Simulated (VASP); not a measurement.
**Ti12H (a cell with a defect): single point with PBEsol**

System: Ti12H (a cell with a defect).

```xyz
13
Lattice="5.9000 0.0000 0.0000 -4.4250 7.6643 0.0000 0.0000 0.0000 4.6846" Properties=species:S:1:pos:R:3 pbc="T T T"
Ti    0.0052   -0.0117    0.0165
Ti    0.0066    1.6689    2.3693
Ti   -1.5024    2.5296    0.0135
Ti   -1.5166    4.2716    2.3361
Ti   -2.9422    5.1330   -0.0013
Ti   -2.9495    6.8069    2.3190
Ti    2.9632   -0.0029    0.0176
Ti    2.9543    1.6711    2.3342
Ti    1.5266    2.5328   -0.0063
Ti    1.5139    4.2741    2.3230
Ti    0.0065    5.1381   -0.0282
Ti    0.0071    6.8153    2.3228
H     0.0125    3.3993    3.5091
```

```yaml
Program: VASP 6.6.1
Task: single point
Functional: PBEsol
Potentials_or_basis: VASP PAW PBE potentials, release 64 (Ti_sv, H)
Cutoff: 520 eV
k_mesh: 3 × 2 × 4
Occupations: gaussian, width 0.05 eV
Spin: no spin polarisation
Dipole_correction: no
Further_INCAR_settings: ALGO = Normal; EDIFF = 1e-06; NBANDS = 84
```

| Quantity | Value |
| --- | --- |
| Pressure | -5.2 GPa |
| Largest force | 0.028 eV/Å |
| Band gap on the k mesh | zero (an odd number of electrons rules out a gap without spin polarisation) |

Forces on the atoms (eV/Å):
```
Ti   0.005  0.005  0.015
Ti  -0.005 -0.009 -0.003
Ti  -0.008 -0.002  0.008
Ti  -0.006  0.003  0.003
Ti  -0.003  0.007  0.005
Ti  -0.002  0.005 -0.006
Ti  -0.004 -0.004  0.005
Ti   0.004 -0.008  0.000
Ti   0.019 -0.005  0.020
Ti   0.014  0.008 -0.021
Ti   0.001 -0.010 -0.016
Ti  -0.001  0.000 -0.014
H   -0.015  0.010  0.005
```

Stress tensor (GPa, compression positive):
```
-5.23 -0.21 -0.02
-0.21 -5.34 -0.20
-0.02 -0.20 -5.10
```

Levels at points of the mesh, in eV from the Fermi level:
```csv
k point,band 68,band 69,band 70,band 71,band 72,band 73,band 74,band 75,band 76,band 77
"(0.00, 0.00, 0.00)",-0.80,-0.68,-0.62,0.06,0.27,0.37,0.47,0.47,0.54,0.56
"(0.00, 0.50, 0.00)",-0.69,-0.43,-0.34,-0.17,-0.02,0.09,0.27,0.32,0.43,0.49
"(0.00, 0.00, 0.50)",-0.64,-0.63,-0.62,-0.34,-0.05,0.02,0.06,0.08,0.11,0.35
"(0.00, 0.50, 0.50)",-0.64,-0.47,-0.43,-0.34,-0.32,-0.14,-0.02,0.07,0.11,0.35
```

It took 6.8 min on 1 thread of AMD EPYC 7R43 64-Core Processor (Zen 3), with other jobs on the host, peak memory 0.37 GiB.

Caveat: the k points lie up to 0.41 Å⁻¹ apart, too coarse for converged energies and pressures of a metal; the PAW data sets were made with another functional, which shifts forces and pressure a little.
